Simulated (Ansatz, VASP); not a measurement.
**Two plane-wave programs on Cd2Te3**

```xyz
10
Lattice="3.5518 2.0506 6.3577 -3.5518 2.0506 6.3577 0.0000 -4.1012 6.3577" Properties=species:S:1:pos:R:3 pbc="T T T"
Cd    0.0000    0.0000   16.3021
Cd    0.0000    0.0000   12.3074
Cd    0.0000    0.0000    2.7709
Cd    0.0000    0.0000    6.7656
Te   -2.4893   -0.2103    7.9471
Te    1.0625    2.2610    7.9471
Te    1.4268   -2.0506    7.9471
Te    2.4893    0.2103   11.1259
Te   -1.4268    2.0506   11.1259
Te   -1.0625   -2.2610   11.1259
```

Change from the starting cell: species swapped into the In2S3 type (R-3c, No. 167).

Alike in both runs: task single point; functional PBE; k mesh 3 × 3 × 3; occupations gaussian, width 0.1 eV; no spin polarisation.

|  | VASP | Ansatz |
| --- | --- | --- |
| version | VASP 6.6.1 | Ansatz 0.2.0 |
| potentials or method | VASP PAW PBE potentials, release 64 (Cd, Te), cutoff 520 eV | scalar-relativistic, plane waves, PAW |
| valence electrons in the cell | 84 | 176 |

```tsv
	VASP	Ansatz	Ansatz less VASP
gap on the k mesh at the Fermi level (eV)	none	none	-
pressure (GPa)	9.5	9.3	-0.23
traceless stress, the component that is largest in VASP (GPa)	0.03	0.06	+0.027
rms of the force components (eV/Å)	0.083	0.082	-0.0006
```

Atom by atom the forces differ by 0.002 eV/Å (rms over components). A gap of «none» marks a metal or a gap that the smearing closes. The functional is the same, so the differences come from potentials, cutoffs and numerics. VASP's potentials hold 84 valence electrons a cell and Ansatz's 176, so a difference there can come from the potentials and not from the codes.

Spin-orbit coupling is off throughout.
